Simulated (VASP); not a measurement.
Set up this calculation in VASP 6.6.1, as the native input.

- Task: single point
- Functional: PBEsol
- Potentials or basis: VASP PAW PBE potentials, release 64 (Cu)
- Cutoff: 520 eV
- k mesh: 13 × 13 × 7
- Occupations: fermi-dirac, width 0.1 eV
- Spin: no spin polarisation
- Dipole correction: no
- Further INCAR settings: ALGO = Normal; EDIFF = 1e-06; NBANDS = 18

The structure of Cu lies in POSCAR:

```
Cu
1.0
    2.5508826083      0.0000000000      0.0000000000
   -1.2754413041      2.2091241322      0.0000000000
    0.0000000000      0.0000000000      4.1398063567
Cu
2
Direct
    0.3333333333      0.6666666667      0.2500000000
    0.6666666667      0.3333333333      0.7500000000
```

One way to write it, as run:

INCAR

```
ALGO     = Normal         # electronic algorithm
EDIFF    = 1E-6           # SCF threshold, eV
ENCUT    = 520            # plane-wave cutoff, eV
GGA      = PS             # functional
ISIF     = 2              # what is computed and relaxed
ISMEAR   = -1             # smearing method
LASPH    = T              # aspherical terms in the spheres
LCHARG   = T              # write CHGCAR
LELF     = T              # ELF
LREAL    = F              # projectors in reciprocal space
LVHAR    = T            
LWAVE    = F              # write WAVECAR
NBANDS   = 18             # bands
NELM     = 100            # most SCF steps
PREC     = Accurate       # precision mode
SIGMA    = 0.1            # smearing width, eV
```

KPOINTS

```
k-points
0
Gamma
  13 13 7
```

Potentials or basis: VASP PAW PBE potentials, release 64 (Cu).

The run is started by

```bash
$ cat potpaw_PBE.64/Cu/POTCAR > POTCAR
$ mpirun -np 1 vasp_std > vasp.out
```

Results of the run:

The pressure is -4.0 GPa and the band gap on the k mesh is zero (band 11 reaches 10.57 eV, above the bottom of band 12 at 5.66 eV).

Caveat: the PAW data sets were made with another functional, which shifts forces and pressure a little.

It took 37 s on 1 thread of AMD EPYC 7R43 64-Core Processor (Zen 3), on a shared host, peak memory 0.12 GiB.
